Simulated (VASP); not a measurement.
Write the native input for VASP 6.6.1 that does the following.

```
Task                   : relaxation of cell and atoms
Functional             : PBEsol
Potentials or basis    : VASP PAW PBE potentials, release 64 (Cs_sv)
Cutoff                 : 500 eV
k mesh                 : 12 × 12 × 6
Occupations            : gaussian, width 0.1 eV
Spin                   : no spin polarisation
Dipole correction      : no
Further INCAR settings : ALGO = Normal; EDIFF = 1e-07; IBRION = 2; EDIFFG = -0.01; NSW = 100; ISIF = 3
```

The structure of Cs lies in POSCAR:

```
Cs
1.0
    5.5663060538      0.0000000000      0.0000000000
   -2.7831530269      4.8205624479      0.0000000000
    0.0000000000      0.0000000000      9.2584789600
Cs
2
Direct
    0.3333333300      0.6666666700      0.2500000000
    0.6666666700      0.3333333300      0.7500000000
```

This isn't the form of Cs at room conditions, which is bcc.

The input as run:

INCAR

```
ALGO = Normal
EDIFF = 1E-7
EDIFFG = -0.01
ENCUT = 500
GGA = PS
GGA_COMPAT = False
IBRION = 2
ISIF = 3
ISMEAR = 0
LASPH = True
LCHARG = False
LREAL = False
LWAVE = False
NELM = 120
NELMIN = 4
NSW = 100
PREC = Accurate
SIGMA = 0.1
```

KPOINTS

```
k-points
0
Gamma
  12 12 6
```

Potentials or basis: VASP PAW PBE potentials, release 64 (Cs_sv).

The run is started by

```sh
$ cat potpaw_PBE.64/Cs_sv/POTCAR > POTCAR
$ mpirun -np 1 vasp_std > vasp.out
```

Results of the run:

- Relaxed volume: 108.85 Å³/atom
- Relaxed cell: a = 5.368 Å, b = 5.368 Å, c = 8.725 Å, α = 90.00°, β = 90.00°, γ = 120.00°
- Space group after relaxing (to 0.1 Å): P6_3/mmc (No. 194)
- Energy gained by relaxing: 11.9 meV/atom
- Ionic steps: 8
- Pressure after relaxing: 0.0 GPa
- Band gap on the k mesh: zero (bands 9 and 10 overlap by 1.89 eV)

Caveat: the PAW data sets were made with another functional, which shifts forces and pressure a little; spin-orbit coupling is left out, which moves the levels of the heavy elements.

It took 31 min on 1 thread of Oxide Virtual Turin-like Processor, on a shared host, peak memory 0.46 GiB.
